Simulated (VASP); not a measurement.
KSb2O5, 8 atoms in the cell. Symmetry: P6/mmm, No. 191, hexagonal system. Conventional cell: a = 6.728 Å, b = 6.728 Å, c = 3.887 Å, α = 90.00°, β = 90.00°, γ = 120.00°. Within 5.1 Å of K (site symmetry 6/mmm) lie 18 O at 3.88 to 3.89 Å and 2 K at 3.89 Å and 12 Sb at 4.34 Å. Sb (site symmetry -6m2) has 5 O at 1.94 Å within 2.6 Å. O (site symmetry -6m2) has 2 Sb at 1.94 Å within 2.6 Å. Within 2.6 Å of O (site symmetry mmm) lie 2 Sb at 1.94 Å. The cell was built from a structure type or drawn by symmetry, and may not be a known phase.

| Quantity | Value |
| --- | --- |
| Program | VASP 6.6.1 |
| Task | relaxation of cell and atoms |
| Functional | PBE |
| Potentials or basis | VASP PAW PBE potentials, release 64 (K_sv, Sb, O) |
| Cutoff | 600 eV |
| k mesh | 3 × 3 × 4 |
| Occupations | gaussian, width 0.1 eV |
| Spin | no spin polarisation |
| Dipole correction | no |
| Further INCAR settings | ALGO = Normal; EDIFF = 1e-06; IBRION = 2; EDIFFG = -0.04; NSW = 90; ISIF = 3 |

Potentials or basis: VASP PAW PBE potentials, release 64 (K_sv, Sb, O).

Launch:

```sh
$ cat potpaw_PBE.64/K_sv/POTCAR potpaw_PBE.64/Sb/POTCAR potpaw_PBE.64/O/POTCAR > POTCAR
$ mpirun -np 1 vasp_std > vasp.out
```

Hardware: 1 thread of AMD EPYC 9R45 96-Core Processor (Zen 5), with other jobs on the host.

Question: How long does it take, and how much memory?

Answer: Wall time 2.1 min on 1 thread of AMD EPYC 9R45 96-Core Processor (Zen 5), on a shared host, peak memory 0.3 GiB. Counts: scf iterations 50, k points 9, ion steps 5.
